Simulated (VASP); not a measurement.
Runs of VASP 6.6.1 on Ca. The structure is that of space group P6_3/mmc (No. 194), or close to it. The cells are those of the table. 

```csv
cell,k mesh,gap on the mesh (eV),pressure (GPa)
"a = 4.035, b = 4.035, c = 6.345 Å, angles 90.0, 90.0, 120.0°, 2 atoms",18 × 18 × 8,none,-0.4
"a = 4.202, b = 4.202, c = 5.851 Å, angles 90.0, 90.0, 120.0°, 2 atoms",15 × 15 × 8,none,(a)
"a = 3.916, b = 3.916, c = 6.736 Å, angles 90.0, 90.0, 120.0°, 2 atoms",18 × 18 × 8,none,-0.5
"a = 3.856, b = 3.856, c = 6.948 Å, angles 90.0, 90.0, 120.0°, 2 atoms",15 × 15 × 8,none,-0.4
"a = 4.092, b = 4.092, c = 6.167 Å, angles 90.0, 90.0, 120.0°, 2 atoms",15 × 15 × 8,none,-0.3
"a = 3.745, b = 3.745, c = 7.363 Å, angles 90.0, 90.0, 120.0°, 2 atoms",15 × 15 × 8,none,0.0
```

Alike in all rows: task single point; level r2SCAN; potentials or basis VASP PAW PBE potentials, release 64 (Ca_sv); no spin polarisation; cutoff (eV) 520; smearing gaussian 0.15 eV.

Q: Fill in the values left out.

A: (a) -0.2.

Caveats: the PAW data sets were made with another functional, which shifts forces and pressure a little.

A gap of «none» marks levels without a gap at the run's occupations.
